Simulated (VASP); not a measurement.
# Bi2Se3 (R-3m) in VASP: electric field gradients with LDA

Aim: the electric field gradients of Bi2Se3 with LDA.

Program: VASP 6.6.1. These are calculated values, not measurements. Logs are shortened: lines on timing, memory, paths and dates and some standing lists are left out, and cuts for length are marked.

**1. The cell of the first run**

The structure is trigonal, space group R-3m (No. 166). Conventional cell: a = 4.191 Å, b = 4.191 Å, c = 29.929 Å, α = 90.00°, β = 90.00°, γ = 120.00°. Bi (site symmetry 3m) has 6 Se at 2.88 to 3.10 Å within 3.8 Å. Se (site symmetry -3m) has 6 Bi at 3.10 Å within 4.1 Å. Within 3.8 Å of Se (site symmetry 3m) lie 3 Bi at 2.88 Å.

**2. Electric field gradients, LDA**

Input file INCAR:

```
ALGO = Normal ; EDIFF = 1E-8
ENCUT = 520 ; ISIF = 2
ISMEAR = -1 ; LASPH = True
LCHARG = False ; LEFG = True
LREAL = False ; LWAVE = False
NBANDS = 32 ; NELM = 80
PREC = Accurate ; SIGMA = 0.02
```

Input file KPOINTS:

```
k-points
0
Gamma
  8 8 8
```

Input file POSCAR:

```
Bi2Se3
1.0
    2.0956832629      1.2099432960      9.9762290674
   -2.0956832629      1.2099432960      9.9762290674
    0.0000000000     -2.4198865920      9.9762290674
Bi Se
2 3
Direct
    0.3981757700      0.3981757700      0.3981757700
    0.6018242300      0.6018242300      0.6018242300
    0.0000000000      0.0000000000      0.0000000000
    0.2163229471      0.2163229471      0.2163229471
    0.7836770529      0.7836770529      0.7836770529
```

Potentials or basis: VASP PAW LDA potentials, release 64 (Bi_d, Se).

Launch:

```console
cat potpaw_LDA.64/Bi_d/POTCAR potpaw_LDA.64/Se/POTCAR > POTCAR
mpirun -np 1 vasp_std > vasp.out
```

OUTCAR:

```text
EDIFF = 1E-8
   ENCUT = 520
   ISIF = 2
   ISMEAR = -1
   LASPH = True
   LREAL = False
   NELM = 80
   PREC = Accurate

 ion  position               nearest neighbor table
   1  0.398  0.398  0.398-   5 2.88   5 2.88   5 2.88   3 3.10   3 3.10   3 3.10
   2  0.602  0.602  0.602-   4 2.88   4 2.88   4 2.88   3 3.10   3 3.10   3 3.10
   3  0.000  0.000  0.000-   2 3.10   2 3.10   1 3.10   1 3.10   2 3.10   1 3.10
   4  0.216  0.216  0.216-   2 2.88   2 2.88   2 2.88
   5  0.784  0.784  0.784-   1 2.88   1 2.88   1 2.88

  LATTYP: Found a trigonal (rhomboedric) cell.
 ALAT       =    10.2655247076
 COS(alpha) =     0.9166474328

  Lattice vectors:

 A1 = (   2.0956832629,   1.2099432960,   9.9762290674)
 A2 = (  -2.0956832629,   1.2099432960,   9.9762290674)
 A3 = (   0.0000000000,  -2.4198865920,   9.9762290674)

Analysis of symmetry for initial positions (statically):
=====================================================================
 Subroutine PRICEL returns:
 Original cell was already a primitive cell.

 Routine SETGRP: Setting up the symmetry group for a
 trigonal (rhombohedral) supercell.

 Subroutine GETGRP returns: Found 12 space group operations
 (whereof 12 operations were pure point group operations)
 out of a pool of 12 trial point group operations.

The static configuration has the point symmetry D_3d.

Analysis of symmetry for dynamics (positions and initial velocities):
=====================================================================
 Subroutine PRICEL returns:
 Original cell was already a primitive cell.

 Routine SETGRP: Setting up the symmetry group for a
 trigonal (rhombohedral) supercell.

 Subroutine GETGRP returns: Found 12 space group operations
 (whereof 12 operations were pure point group operations)
 out of a pool of 12 trial point group operations.

The dynamic configuration has the point symmetry D_3d.

 Subroutine INISYM returns: Found 12 space group operations
 (whereof 12 operations are pure point group operations),
 and found     1 'primitive' translations

----------------------------------------------------------------------------------------

                                     Primitive cell

  volume of cell :     151.7778

  direct lattice vectors                    reciprocal lattice vectors
     2.095683263  1.209943296  9.976229067     0.238585672  0.137747502  0.033412759
    -2.095683263  1.209943296  9.976229067    -0.238585672  0.137747502  0.033412759
     0.000000000 -2.419886592  9.976229067     0.000000000 -0.275495004  0.033412759

  length of vectors
    10.265524708 10.265524708 10.265524708     0.277513801  0.277513801  0.277513801

  position of ions in fractional coordinates (direct lattice)
     0.398175770  0.398175770  0.398175770
     0.601824230  0.601824230  0.601824230
     0.000000000  0.000000000  0.000000000
     0.216322947  0.216322947  0.216322947
     0.783677053  0.783677053  0.783677053

  ion indices of the primitive-cell ions
   primitive index   ion index
                 1           1
                 2           2
                 3           3
                 4           4
                 5           5

----------------------------------------------------------------------------------------

 KPOINTS: k-points

Automatic generation of k-mesh.
 Grid dimensions read from file:
 generate k-points for:    8    8    8

 Generating k-lattice:

  Cartesian coordinates                     Fractional coordinates (reciprocal lattice)
     0.029823209  0.017218438  0.004176595     0.125000000  0.000000000 -0.000000000
    -0.029823209  0.017218438  0.004176595     0.000000000  0.125000000 -0.000000000
     0.000000000 -0.034436876  0.004176595    -0.000000000 -0.000000000  0.125000000

[... 40 lines left out ...]
   total plane-waves  NPLWV = 512000
   dimension x,y,z NGX =    80 NGY =   80 NGZ =   80
   dimension x,y,z NGXF=   160 NGYF=  160 NGZF=  160
   ions per type =               2   3
   NGX,Y,Z   is equivalent  to a cutoff of  12.96, 12.96, 12.96 a.u.
   NGXF,Y,Z  is equivalent  to a cutoff of  25.91, 25.91, 25.91 a.u.
 SYSTEM =  unknown system
   PREC   = accura    normal or accurate (medium, high low for compatibility)
   ISTART =      0    job   : 0-new  1-cont  2-samecut
   ICHARG =      2    charge: 1-file 2-atom 10-const
   ISPIN  =      1    spin polarized calculation?
   LNONCOLLINEAR =      F non collinear calculations
   LSORBIT =      F    spin-orbit coupling
   LASPH  =      T    aspherical Exc in radial PAW
   ENCUT  =  520.0 eV  38.22 Ry    6.18 a.u.  19.09 19.09 19.09*2*pi/ulx,y,z
   NELM   =     80;   NELMIN=  2; NELMDL= -5     # of ELM steps
   EDIFF  = 0.1E-07   stopping-criterion for ELM
   LREAL  =      F    real-space projection
   EDIFFG = 0.1E-06   stopping-criterion for IOM
   NSW    =      0    number of steps for IOM
   IBRION =     -1    ionic relax: 0-MD 1-quasi-New 2-CG
   NFREE  =      0    steps in history (QN), initial steepest desc. (CG)
   ISIF   =      2    stress and relaxation
   ISYM   =      2    0-nonsym 1-usesym 2-fastsym
   POTIM  = 0.5000    time-step for ionic-motion
   TEBEG  =    0.0;   TEEND  =   0.0 temperature during run
   PSTRESS=    0.0 pullay stress
   NELECT =      48.0000    total number of electrons
   NUPDOWN=      -1.0000    fix difference up-down
   EMIN   =  10.00;   EMAX   =-10.00  energy-range for DOS
   EFERMI =   0.00;   METHOD = LEGACY
   ISMEAR =    -1;   SIGMA  =   0.02  broadening in eV -4-tet -1-fermi 0-gaus
   EFERMI_NEDOS =   21; number of points for ismear=-14 and -15
   IALGO  =     38    algorithm
   IMIX   =      4    mixing-type and parameters
     AMIX     =   0.40;   BMIX     =  1.00
     AMIX_MAG =   1.60;   BMIX_MAG =  1.00
  volume/ion in A,a.u.               =      30.36       204.85
  Fermi-wavevector in a.u.,A,eV,Ry     =   1.115370  2.107745 16.926345  1.244051
  Thomas-Fermi vector in A             =   2.251974
   LORBIT       =      0    0 simple, 1 ext, 2 COOP (PROOUT), +10 PAW based schemes
   GGA     = CA    functional components
   LHFCALC =     F    Hartree Fock is set to
   AEXX    =    0.0000 exact exchange contribution
   IVDW    =     0    specifies the selected vdW correction
   LEPSILON=     F    determine dielectric tensor
   LRPA    =     F    only Hartree local field effects (RPA)
 non-spin polarized calculation
  energy-cutoff  :      520.00
  volume of cell :      151.78
 maximum number of plane-waves:      4112
 NGX is ok and might be reduce to    80
   NGX = 39   NGY = 39   NGZ = 39

 number of electron      48.0000001 magnetization

 Free energy of the ion-electron system (eV)
  ---------------------------------------------------
  ext. energy  EPLUGINS =         0.00000000
  ---------------------------------------------------
  free energy    TOTEN  =       -23.26840074 eV

  energy without entropy =      -23.26840016  energy(sigma->0) =      -23.26840045

 E-fermi :   4.0399     XC(G=0):  -9.4623

 val. band max:        3.8817218323   @ k =   0.0000   0.0000   0.0000
 cond. band min:       4.1980200958   @ k =   0.0000   0.0000   0.0000
 fundamental gap:      0.3162982635
 Fermi energy:         4.0399332269

 k-point     1 :       0.0000    0.0000    0.0000
  band No.  band energies     occupation
      1     -18.9223      2.00000
      2     -18.9223      2.00000
      3     -18.9205      2.00000
      4     -18.9205      2.00000
      5     -18.9128      2.00000
      6     -18.9106      2.00000
[... 829 lines left out ...]
     31       8.8097      0.00000
     32      10.3994      0.00000

 [... further k-points ...]
[... 5 lines left out ...]
  --------------------------------------------------------------------------------------
  -------------------------------------------------------------------------------------
  Total       -3.3379744     -3.3379744     -3.1996400      0.0000000      0.0000000      0.0000000
  in kB      -35.2358913    -35.2358913    -33.7756234      0.0000000      0.0000000      0.0000000
  external PRESSURE =     -34.7491354 kB  Pullay stress =       0.0000000 kB

 VOLUME and BASIS-vectors are now :
 -----------------------------------------------------------------------------
  energy-cutoff  :      520.00
  volume of cell :      151.78
      direct lattice vectors                 reciprocal lattice vectors
     2.095683263  1.209943296  9.976229067     0.238585672  0.137747502  0.033412759
    -2.095683263  1.209943296  9.976229067    -0.238585672  0.137747502  0.033412759
     0.000000000 -2.419886592  9.976229067     0.000000000 -0.275495004  0.033412759

 POSITION                                       TOTAL-FORCE (eV/Angst)
 -----------------------------------------------------------------------------------
      0.00000      0.00000     11.91688         0.000000     -0.000000      0.014229
      0.00000      0.00000     18.01181         0.000000     -0.000000     -0.014229
      0.00000      0.00000      0.00000         0.000000     -0.000000      0.000000
      0.00000      0.00000      6.47426         0.000000     -0.000000      0.203566
      0.00000      0.00000     23.45443         0.000000      0.000000     -0.203566
 -----------------------------------------------------------------------------------
    total drift:                               -0.000000      0.000000      0.000000

  FREE ENERGIE OF THE ION-ELECTRON SYSTEM (eV)
  ---------------------------------------------------
  free  energy   TOTEN  =       -23.2684007385 eV

  energy  without entropy=      -23.2684001573  energy(sigma->0) =      -23.26840045

 Electric field gradients (V/A^2)
---------------------------------------------------------------------
 ion       V_xx      V_yy      V_zz      V_xy      V_xz      V_yz
---------------------------------------------------------------------
   1      -2.670    -2.670     5.340     0.000     0.000    -0.000
   2      -2.670    -2.670     5.340    -0.000     0.000    -0.000
   3     -34.013   -34.013    68.026     0.000    -0.000    -0.000
   4      15.105    15.105   -30.210     0.000     0.000    -0.000
   5      15.105    15.105   -30.210     0.000     0.000    -0.000
---------------------------------------------------------------------

 Electric field gradients after diagonalization (V/A^2)
 (convention: |V_zz| > |V_xx| > |V_yy|)
----------------------------------------------------------------------
 ion       V_xx      V_yy      V_zz     asymmetry (V_yy - V_xx)/ V_zz
----------------------------------------------------------------------
   1      -2.670    -2.670     5.340       0.000
   2      -2.670    -2.670     5.340       0.000
   3     -34.013   -34.013    68.026       0.000
   4      15.105    15.105   -30.210       0.000
   5      15.105    15.105   -30.210       0.000
----------------------------------------------------------------------

           NMR quadrupolar parameters

 Cq : quadrupolar parameter    Cq=e*Q*V_zz/h
 eta: asymmetry parameters     (V_yy - V_xx)/ V_zz
 Q  : nuclear electric quadrupole moment in mb (millibarn)
----------------------------------------------------------------------
 ion       Cq(MHz)       eta       Q (mb)
----------------------------------------------------------------------
   1       0.013       0.000       1.000
   2       0.013       0.000       1.000
   3       0.164       0.000       1.000
   4      -0.073       0.000       1.000
   5      -0.073       0.000       1.000
----------------------------------------------------------------------
```

Run time: 64 min. Hardware: 1 thread of AMD EPYC 7R43 (Zen 3), shared host; peak memory 0.78 GiB.

Results:

```yaml
Free_energy: -23.2684 eV
Pressure: -3.5 GPa
Largest_force: 0.204 eV/Å
Band_gap_on_the_k_mesh: 0.32 eV, direct
```

Forces on the atoms (eV/Å):
```
Bi   0.000  0.000  0.014
Bi   0.000  0.000 -0.014
Se   0.000  0.000  0.000
Se   0.000  0.000  0.204
Se   0.000  0.000 -0.204
```

Electric field gradients, principal values (V/Å²):
```
atom    least   middle  greatest (by size)
1 Bi   -2.670   -2.670               5.340
2 Bi   -2.670   -2.670               5.340
3 Se  -34.013  -34.013              68.026
4 Se   15.105   15.105             -30.210
5 Se   15.105   15.105             -30.210
```

Caveat: without QUAD_EFG the Cq values of the log hold for a quadrupole moment of 1 mb, not for the nuclei; spin-orbit coupling is left out, which moves the levels of the heavy elements. A k mesh can miss the band edges.
